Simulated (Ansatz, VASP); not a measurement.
**Two plane-wave programs on BAs**

The input INCAR:

```
PREC = Accurate
ENCUT = 500
EDIFF = 1E-6
ISMEAR = 0
SIGMA = 0.1
LREAL = F
LASPH = T
NELM = 200
ALGO = Normal
ISIF = 2
LWAVE = F
LCHARG = T
ISPIN = 2
MAGMOM = 0 0
LORBIT = 11
GGA = B5
ALDAX = 1.0
AGGAX = 1.0
AGGAC = 1.0
ALDAC = 0.0
LELF = T
LVHAR = T
NBANDS = 15
GGA_COMPAT = F
```

KPOINTS

```
regular mesh
0
Gamma
  6 6 6
```

Contents of POSCAR:

```
BAs
1.0
    0.0000000000      2.4096270000      2.4096270000
    2.4096270000      0.0000000000      2.4096270000
    2.4096270000      2.4096270000      0.0000000000
B As
1 1
Direct
    0.2500000000      0.2500000000      0.2500000000
    0.0000000000      0.0000000000      0.0000000000
```

Input for Ansatz:

```yaml
crystal:
  lattice:
    - [0.0, 2.409627, 2.409627]
    - [2.409627, 0.0, 2.409627]
    - [2.409627, 2.409627, 0.0]
  atoms:
    - { symbol: B, position: [0.25, 0.25, 0.25] }
    - { symbol: As, position: [0.0, 0.0, 0.0] }
basis:
  ecutwfc: 420
  precision: f64
kpoints:
  mp_grid: { grid: [6, 6, 6] }
hamiltonian:
  xc: blyp
scf:
  occupations: { method: gaussian, width: 0.1 }
  max_iter: 60
output:
  forces: true
  stress: true
  eigenvalues: true
magnetization:
  spin_polarized: true
  initial_magnetization: 4.0
```

Alike in both runs: task single point; functional BLYP; k mesh 6 × 6 × 6; occupations gaussian, width 0.1 eV; collinear spin.

```csv
,VASP,Ansatz
version,VASP 6.6.1,Ansatz 0.2.0
potentials or method,"VASP PAW PBE potentials, release 64 (B, As), cutoff 500 eV","scalar-relativistic, plane waves, PAW"
valence electrons in the cell,8,18
```

|  | VASP | Ansatz | Ansatz less VASP |
| --- | --- | --- | --- |
| gap on the k mesh at the Fermi level (eV) | 1.50 | 1.51 | +0.004 |
| least direct gap on the mesh (eV) | 3.33 | 3.33 | -0.002 |
| pressure (GPa) | 4.9 | 4.1 | -0.81 |
| net moment per atom (μB) | 0.00 | 0.00 | 0.000 |

VASP's potentials were made for PBE, not for BLYP. With one functional, cell and mesh, what is left measures potentials, basis and numerics. VASP's potentials hold 8 valence electrons a cell and Ansatz's 18, so a difference there can come from the potentials and not from the codes. Ansatz's warnings: seeded moment not kept.
